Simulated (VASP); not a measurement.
# Cd (Im-3m) in VASP: notebook

Cd is run at these levels: r2SCAN; tasks: single point, relaxation of cell and atoms.

Everything below comes from runs of VASP 6.6.1. Logs are shortened: lines on timing, memory, paths and dates and some standing lists are left out, and cuts for length are marked.

**1. The cell of the first run**

It takes space group Im-3m (No. 229, cubic). Conventional cell: a = 3.253 Å, b = 3.253 Å, c = 3.253 Å, α = 90.00°, β = 90.00°, γ = 90.00°. Within 3.7 Å of Cd (site symmetry m-3m) lie 14 Cd at 2.82 to 3.25 Å.

**2. Single point, r2SCAN**

File POSCAR:

```
Cd
1.0
   -1.6265724424      1.6265724424      1.6265724424
    1.6265724424     -1.6265724424      1.6265724424
    1.6265724424      1.6265724424     -1.6265724424
Cd
1
Direct
    0.0000000000      0.0000000000      0.0000000000
```

File INCAR.step1:

```
  PREC = Accurate
  ENCUT = 520
  ISMEAR = 0
  SIGMA = 0.1
  LREAL = False
  LASPH = True
  NELM = 100
  NBANDS = 12
  GGA = PE
  ALGO = Normal
  EDIFF = 1E-4
  LWAVE = True
  LCHARG = False
```

File INCAR.step2:

```
  PREC = Accurate
  ENCUT = 520
  EDIFF = 1E-6
  ISMEAR = 0
  SIGMA = 0.1
  LREAL = False
  LASPH = True
  NELM = 100
  ALGO = Normal
  ISIF = 2
  LWAVE = False
  LCHARG = False
  METAGGA = R2SCAN
  LMIXTAU = True
  NBANDS = 12
  ISTART = 1
```

File KPOINTS:

```
Automatic mesh
0
Gamma
  8 8 8
```

Potentials or basis: VASP PAW PBE potentials, release 64 (Cd).

On the command line:

```
> cat potpaw_PBE.64/Cd/POTCAR > POTCAR
> cp INCAR.step1 INCAR
> mpirun -np 1 vasp_std > vasp.out
> cp INCAR.step2 INCAR
> mpirun -np 1 vasp_std > vasp.out
```

OUTCAR:

```text
PREC = Accurate
   ENCUT = 520
   EDIFF = 1E-6
   ISMEAR = 0
   LREAL = False
   LASPH = True
   NELM = 100
   ISIF = 2
   METAGGA = R2SCAN
   ISTART = 1

 ion  position               nearest neighbor table
   1  0.000  0.000  0.000-

  LATTYP: Found a body centered cubic cell.
 ALAT       =     3.2531448848

  Lattice vectors:

 A1 = (  -1.6265724424,   1.6265724424,   1.6265724424)
 A2 = (   1.6265724424,  -1.6265724424,   1.6265724424)
 A3 = (   1.6265724424,   1.6265724424,  -1.6265724424)

Analysis of symmetry for initial positions (statically):
=====================================================================
 Subroutine PRICEL returns:
 Original cell was already a primitive cell.

 Routine SETGRP: Setting up the symmetry group for a
 body centered cubic supercell.

 Subroutine GETGRP returns: Found 48 space group operations
 (whereof 48 operations were pure point group operations)
 out of a pool of 48 trial point group operations.

The static configuration has the point symmetry O_h .

Analysis of symmetry for dynamics (positions and initial velocities):
=====================================================================
 Subroutine PRICEL returns:
 Original cell was already a primitive cell.

 Routine SETGRP: Setting up the symmetry group for a
 body centered cubic supercell.

 Subroutine GETGRP returns: Found 48 space group operations
 (whereof 48 operations were pure point group operations)
 out of a pool of 48 trial point group operations.

The dynamic configuration has the point symmetry O_h .

 Subroutine INISYM returns: Found 48 space group operations
 (whereof 48 operations are pure point group operations),
 and found     1 'primitive' translations

----------------------------------------------------------------------------------------

                                     Primitive cell

  volume of cell :      17.2139

  direct lattice vectors                    reciprocal lattice vectors
    -1.626572442  1.626572442  1.626572442     0.000000000  0.307394855  0.307394855
     1.626572442 -1.626572442  1.626572442     0.307394855  0.000000000  0.307394855
     1.626572442  1.626572442 -1.626572442     0.307394855  0.307394855  0.000000000

  length of vectors
[... 79 lines left out ...]
   NELM   =    100;   NELMIN=  2; NELMDL=  0     # of ELM steps
   EDIFF  = 0.1E-05   stopping-criterion for ELM
   LREAL  =      F    real-space projection
   EDIFFG = 0.1E-04   stopping-criterion for IOM
   NSW    =      0    number of steps for IOM
   IBRION =     -1    ionic relax: 0-MD 1-quasi-New 2-CG
   NFREE  =      0    steps in history (QN), initial steepest desc. (CG)
   ISIF   =      2    stress and relaxation
   ISYM   =      2    0-nonsym 1-usesym 2-fastsym
   POTIM  = 0.5000    time-step for ionic-motion
   TEBEG  =    0.0;   TEEND  =   0.0 temperature during run
   PSTRESS=    0.0 pullay stress
   NELECT =      12.0000    total number of electrons
   NUPDOWN=      -1.0000    fix difference up-down
   EMIN   =  10.00;   EMAX   =-10.00  energy-range for DOS
   EFERMI =   0.00;   METHOD = LEGACY
   ISMEAR =     0;   SIGMA  =   0.10  broadening in eV -4-tet -1-fermi 0-gaus
   EFERMI_NEDOS =   21; number of points for ismear=-14 and -15
   IALGO  =     38    algorithm
   IMIX   =      4    mixing-type and parameters
     AMIX     =   0.40;   BMIX     =  1.00
     AMIX_MAG =   1.60;   BMIX_MAG =  1.00
  volume/ion in A,a.u.               =      17.21       116.17
  Fermi-wavevector in a.u.,A,eV,Ry     =   1.451583  2.743094 28.668739  2.107093
  Thomas-Fermi vector in A             =   2.569063
   LORBIT       =      0    0 simple, 1 ext, 2 COOP (PROOUT), +10 PAW based schemes
   METAGGA = R2SCAN    functional components
   LHFCALC =     F    Hartree Fock is set to
   AEXX    =    0.0000 exact exchange contribution
   IVDW    =     0    specifies the selected vdW correction
   LEPSILON=     F    determine dielectric tensor
   LRPA    =     F    only Hartree local field effects (RPA)
 non-spin polarized calculation
 Gauss-broadening in eV      SIGMA  =   0.10
  energy-cutoff  :      520.00
  volume of cell :       17.21
 maximum number of plane-waves:       476
 NGX is ok and might be reduce to    24
   NGX = 11   NGY = 11   NGZ = 11

 number of electron      12.0000004 magnetization

 Free energy of the ion-electron system (eV)
  ---------------------------------------------------
  ext. energy  EPLUGINS =         0.00000000
  ---------------------------------------------------
  free energy    TOTEN  =       -19.72066507 eV

  energy without entropy =      -19.71937025  energy(sigma->0) =      -19.72001766

 E-fermi :   5.0906     XC(G=0): -13.2984

 val. band max:        4.8262911829   @ k =   0.5000   0.5000   0.1250
 cond. band min:       5.1054185780   @ k =   0.3750   0.1250   0.1250
 fundamental gap:      0.2791273950
 Fermi energy:         5.0905538046

 k-point     1 :       0.0000    0.0000    0.0000
  band No.  band energies     occupation
      1      -6.4300      2.00000
      2      -5.7665      2.00000
      3      -5.7665      2.00000
      4      -5.7665      2.00000
      5      -4.7083      2.00000
      6      -4.7083      2.00000
      7      22.2153      0.00000
      8      22.2153      0.00000
      9      22.2153      0.00000
     10      26.1988      0.00000
     11      26.1989      0.00000
     12      26.1989      0.00000
[... 331 lines left out ...]
 k-point    24 :      -0.3750    0.3750    0.2500
  band No.  band energies     occupation
      1      -6.1191      2.00000
      2      -5.8136      2.00000
      3      -5.3176      2.00000
      4      -4.9891      2.00000
      5      -4.3824      2.00000
      6       1.2932      2.00000
      7       9.8118      0.00000
      8      12.5791      0.00000
      9      15.2170      0.00000
     10      17.9224      0.00000
     11      25.5075      0.00000
     12      28.2951      0.00000

 [... further k-points ...]
[... 5 lines left out ...]
  --------------------------------------------------------------------------------------
  -------------------------------------------------------------------------------------
  Total        2.6912176      2.6912176      2.6912176     -0.0000000     -0.0000000      0.0000000
  in kB      250.4835286    250.4835286    250.4835286     -0.0000000     -0.0000000      0.0000000
  external PRESSURE =     250.4835286 kB  Pullay stress =       0.0000000 kB

 VOLUME and BASIS-vectors are now :
 -----------------------------------------------------------------------------
  energy-cutoff  :      520.00
  volume of cell :       17.21
      direct lattice vectors                 reciprocal lattice vectors
    -1.626572442  1.626572442  1.626572442     0.000000000  0.307394855  0.307394855
     1.626572442 -1.626572442  1.626572442     0.307394855  0.000000000  0.307394855
     1.626572442  1.626572442 -1.626572442     0.307394855  0.307394855  0.000000000

 POSITION                                       TOTAL-FORCE (eV/Angst)
 -----------------------------------------------------------------------------------
      0.00000      0.00000      0.00000        -0.000000      0.000000     -0.000000
 -----------------------------------------------------------------------------------
    total drift:                               -0.000000      0.000000      0.000000

  FREE ENERGIE OF THE ION-ELECTRON SYSTEM (eV)
  ---------------------------------------------------
  free  energy   TOTEN  =       -19.7206650722 eV

  energy  without entropy=      -19.7193702485  energy(sigma->0) =      -19.72001766
```

OSZICAR.step1:

```text
N       E                     dE             d eps       ncg     rms          rms(c)
DAV:   1     0.744078097699E+02    0.74408E+02   -0.73071E+03   744   0.105E+03
DAV:   2     0.875300461688E+00   -0.73533E+02   -0.70666E+02   784   0.253E+02
DAV:   3    -0.382035489482E+00   -0.12573E+01   -0.12569E+01   804   0.368E+01
DAV:   4    -0.383531875368E+00   -0.14964E-02   -0.14963E-02   812   0.127E+00
DAV:   5    -0.383534645604E+00   -0.27702E-05   -0.27698E-05   620   0.552E-02    0.620E+00
DAV:   6    -0.306953103232E+00    0.76582E-01   -0.17917E-01   772   0.582E+00    0.434E+00
DAV:   7    -0.298869079706E+00    0.80840E-02   -0.21196E-02   820   0.175E+00    0.173E+00
DAV:   8    -0.298118373954E+00    0.75071E-03   -0.20998E-03   736   0.683E-01    0.785E-02
DAV:   9    -0.298132203323E+00   -0.13829E-04   -0.41129E-06   420   0.228E-02
   1 F= -.29813220E+00 E0= -.29748338E+00  d E =-.129765E-02
```

It took 18 s on 1 thread of Intel Xeon 6975P-C, shared host; peak memory 0.14 GiB.

What came out:

```
Free energy            : -19.7207 eV
Pressure               : 25.0 GPa
Band gap on the k mesh : zero (band 6 reaches 8.81 eV, above the bottom of band 7 at 4.59 eV)
```

Caveat: the PAW data sets were made with another functional, which shifts forces and pressure a little.

**3. Single point, r2SCAN**

This run uses another cell than the first one, of 21.83 Å³/atom, 1.268 times its volume.

File POSCAR:

```
Cd
1.0
   -1.7605412911      1.7605412911      1.7605412911
    1.7605412911     -1.7605412911      1.7605412911
    1.7605412911      1.7605412911     -1.7605412911
Cd
1
Direct
    0.0000000000      0.0000000000      0.0000000000
```

File INCAR.step1:

```
ALGO = Normal ; EDIFF = 1E-4
ENCUT = 520 ; GGA = PE
ISMEAR = 0 ; LASPH = True
LCHARG = False ; LREAL = False
LWAVE = True ; NBANDS = 12
NELM = 60 ; PREC = Accurate
SIGMA = 0.1
```

File INCAR.step2:

```
ALGO = Normal ; EDIFF = 1E-7
ENCUT = 520 ; ISIF = 2
ISMEAR = 0 ; ISTART = 1
LASPH = True ; LCHARG = True
LELF = True ; LMIXTAU = True
LREAL = False ; LVHAR = True
LWAVE = False ; METAGGA = R2SCAN
NBANDS = 12 ; NELM = 60
PREC = Accurate ; SIGMA = 0.1
```

File KPOINTS:

```
k-points
0
Gamma
  8 8 8
```

Potentials or basis: VASP PAW PBE potentials, release 64 (Cd).

On the command line:

```
> cat potpaw_PBE.64/Cd/POTCAR > POTCAR
> cp INCAR.step1 INCAR
> mpirun -np 1 vasp_std > vasp.out
> cp INCAR.step2 INCAR
> mpirun -np 1 vasp_std > vasp.out
```

Wall time 25 s (1 thread of Intel Xeon 6975P-C, shared host); peak memory 0.14 GiB.

The run converged. Its results:

- Free energy: -19.9977 eV
- Pressure: 0.3 GPa
- Band gap on the k mesh: zero (band 6 reaches 6.52 eV, above the bottom of band 7 at 2.00 eV)

Levels at points of the mesh, in eV from the Fermi level:
```tsv
k point	band 2	band 3	band 4	band 5	band 6	band 7	band 8	band 9	band 10	band 11
(0.00, 0.00, 0.00)	-9.68	-9.68	-9.15	-9.01	-9.01	16.32	16.32	16.32	17.38	17.38
(0.50, 0.00, 0.00)	-10.02	-9.04	-8.98	-8.56	-2.19	-0.80	10.04	10.65	14.27	15.04
(0.50, 0.50, 0.50)	-10.20	-8.67	-8.67	-8.67	3.73	3.73	3.73	6.41	8.34	8.34
```

Caveat: the PAW data sets were made with another functional, which shifts forces and pressure a little.

**4. Relaxation of cell and atoms, r2SCAN**

File POSCAR:

```
Cd
1.0
   -1.6265724424      1.6265724424      1.6265724424
    1.6265724424     -1.6265724424      1.6265724424
    1.6265724424      1.6265724424     -1.6265724424
Cd
1
Direct
    0.0000000000      0.0000000000      0.0000000000
```

File INCAR.step1:

```
  PREC = Accurate
  ENCUT = 600
  ISMEAR = 0
  SIGMA = 0.1
  LREAL = False
  LASPH = True
  NELM = 80
  GGA = PE
  ALGO = Normal
  EDIFF = 1E-4
  LWAVE = True
  LCHARG = False
```

File INCAR.step2:

```
  PREC = Accurate
  ENCUT = 600
  EDIFF = 1E-7
  ISMEAR = 0
  SIGMA = 0.1
  LREAL = False
  LASPH = True
  NELM = 80
  ALGO = Normal
  ISIF = 3
  LWAVE = False
  LCHARG = False
  METAGGA = R2SCAN
  LMIXTAU = True
  IBRION = 2
  NSW = 80
  EDIFFG = -0.05
  ISTART = 1
```

File KPOINTS:

```
regular mesh
0
Gamma
  8 8 8
```

On the command line:

```
> cat potpaw_PBE.64/Cd/POTCAR > POTCAR
> cp INCAR.step1 INCAR
> mpirun -np 1 vasp_std > vasp.out
> cp INCAR.step2 INCAR
> mpirun -np 1 vasp_std > vasp.out
```

Wall time 89 s (1 thread of Intel Xeon 6975P-C, shared host); peak memory 0.15 GiB.

Results (log left out):

```
Free energy                            : -19.9956 eV
Relaxed volume                         : 22.10 Å³/atom
Relaxed cell                           : a = 3.062 Å, b = 3.062 Å, c = 3.062 Å, α = 109.47°, β = 109.47°, γ = 109.47°
Space group after relaxing (to 0.05 Å) : Im-3m (No. 229)
Energy gained by relaxing              : 275.2 meV/atom
Ionic steps                            : 4
Pressure after relaxing                : -0.3 GPa
Band gap on the k mesh                 : zero (band 6 reaches 6.42 eV, above the bottom of band 7 at 1.88 eV)
```

Step by step:
```tsv
step	energy change (eV)	largest force (eV/Å)	pressure (GPa)	volume (Å³)
1	0.0000	0.0000	24.93	17.21
2	-0.2378	0.0000	-3.25	24.79
3	-0.2751	0.0000	0.42	21.80
4	-0.2752	0.0000	-0.26	22.10
```

Final structure:
```cif
data_structure
_symmetry_space_group_name_H-M 'P 1'
_symmetry_Int_Tables_number 1
_cell_length_a 3.0618
_cell_length_b 3.0618
_cell_length_c 3.0618
_cell_angle_alpha 109.471
_cell_angle_beta 109.471
_cell_angle_gamma 109.471
_cell_volume 22.10
loop_
_atom_site_label
_atom_site_type_symbol
_atom_site_fract_x
_atom_site_fract_y
_atom_site_fract_z
_atom_site_occupancy
Cd1 Cd 0.00000 0.00000 0.00000 1
```

Levels at points of the mesh, in eV from the Fermi level:
```tsv
k point	band 3	band 4	band 5	band 6	band 7	band 8	band 9	band 10
(0.00, 0.00, 0.00)	-9.62	-9.03	-8.97	-8.97	16.28	16.28	17.21	17.21
(0.50, 0.00, 0.00)	-9.01	-8.95	-8.54	-2.12	-0.80	9.97	10.61	14.18
(0.50, 0.50, 0.50)	-8.64	-8.64	-8.64	3.73	3.73	3.73	6.30	8.31
```

Caveat: the volume moved by over 15 % at a fixed basis, so the end points are rough; the PAW data sets were made with another functional, which shifts forces and pressure a little.

**5. Single point, r2SCAN**

This run uses another cell than the first one, of 22.12 Å³/atom, 1.285 times its volume.

File POSCAR:

```
Cd
1.0
   -1.7683221519      1.7683221519      1.7683221519
    1.7683221519     -1.7683221519      1.7683221519
    1.7683221519      1.7683221519     -1.7683221519
Cd
1
Direct
    0.0000000000      0.0000000000      0.0000000000
```

File INCAR.step1:

```
ALGO = Normal
EDIFF = 1E-4
ENCUT = 520
GGA = PE
ISMEAR = 0
LASPH = T
LCHARG = F
LREAL = F
LWAVE = T
NBANDS = 12
NELM = 100
PREC = Accurate
SIGMA = 0.1
```

File INCAR.step2:

```
ALGO = Normal
EDIFF = 1E-6
ENCUT = 520
ISIF = 2
ISMEAR = 0
ISTART = 1
LASPH = T
LCHARG = F
LMIXTAU = T
LREAL = F
LWAVE = F
METAGGA = R2SCAN
NBANDS = 12
NELM = 100
PREC = Accurate
SIGMA = 0.1
```

File KPOINTS:

```
k-points
0
Gamma
  16 16 16
```

On the command line:

```
> cat potpaw_PBE.64/Cd/POTCAR > POTCAR
> cp INCAR.step1 INCAR
> mpirun -np 1 vasp_std > vasp.out
> cp INCAR.step2 INCAR
> mpirun -np 1 vasp_std > vasp.out
```

Wall time 69 s (1 thread of Intel Xeon 6975P-C, shared host); peak memory 0.17 GiB.

It converged, with:

* Free energy: -20.0187 eV
* Pressure: 0.3 GPa
* Band gap on the k mesh: zero (band 6 reaches 6.41 eV, above the bottom of band 7 at 1.88 eV)

Levels at points of the mesh, in eV from the Fermi level:
```tsv
k point	band 2	band 3	band 4	band 5	band 6	band 7	band 8	band 9	band 10	band 11
(0.00, 0.00, 0.00)	-9.79	-9.79	-9.19	-9.14	-9.14	16.09	16.09	16.09	17.00	17.00
(0.50, 0.00, 0.00)	-10.12	-9.17	-9.11	-8.70	-2.29	-0.98	9.78	10.44	14.00	14.74
(0.50, 0.50, 0.50)	-10.29	-8.81	-8.81	-8.81	3.55	3.55	3.55	6.11	8.14	8.14
```

Caveat: the PAW data sets were made with another functional, which shifts forces and pressure a little.

**6. The runs side by side**

```csv
task,cell,k mesh,cutoff (eV),gap on the mesh (eV),pressure (GPa)
single point,"a = 2.817 Å, angles 109.5°, 1 atom",8 × 8 × 8,520,none,25.0
single point,"a = 3.049 Å, angles 109.5°, 1 atom",8 × 8 × 8,520,none,0.3
relaxation of cell and atoms,"relaxed from a = 2.817 Å, angles 109.5°, 1 atom",8 × 8 × 8,600,none,-0.3
single point,"a = 3.063 Å, angles 109.5°, 1 atom",16 × 16 × 16,520,none,0.3
```

Alike in all rows: level r2SCAN; potentials or basis VASP PAW PBE potentials, release 64 (Cd); no spin polarisation; smearing gaussian 0.1 eV.

Caveats: the PAW data sets were made with another functional, which shifts forces and pressure a little; the volume moved by over 15 % at a fixed basis, so the end points are rough (some runs).

Total energies depend on the potentials used, so only differences within one code and one set of settings carry meaning.
